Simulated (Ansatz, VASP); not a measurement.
Two plane-wave programs on BaZrO3

```
Ba Zr O
1.0
     4.20535    0.00000    0.00000
     0.00000    4.20535    0.00000
     0.00000    0.00000    4.20535
Ba Zr O
1 1 3
Cartesian
  0.0000 0.0000 0.0000
  2.1027 2.1027 2.1027
  0.0000 2.1027 2.1027
  2.1027 0.0000 2.1027
  2.1027 2.1027 0.0000
```

Alike in both runs: task single point; functional PBE; k mesh 6 × 6 × 6; non-collinear spin, spin-orbit coupling.

|  | VASP | Ansatz |
| --- | --- | --- |
| version | VASP 6.6.1 | Ansatz 0.2.0 |
| potentials or method | VASP PAW PBE potentials, release 64 (Ba_sv, Zr_sv, O) | plane waves, PAW |
| plane-wave cutoff (eV) | 520 | 420 |
| occupations | gaussian, width 0.01 eV | fixed |
| valence electrons in the cell | 40 | 40 |

```tsv
	VASP	Ansatz	Ansatz less VASP
pressure (GPa)	3.4	2.4	-1.01
net moment per atom (μB)	0.00	0.00	0.000
```
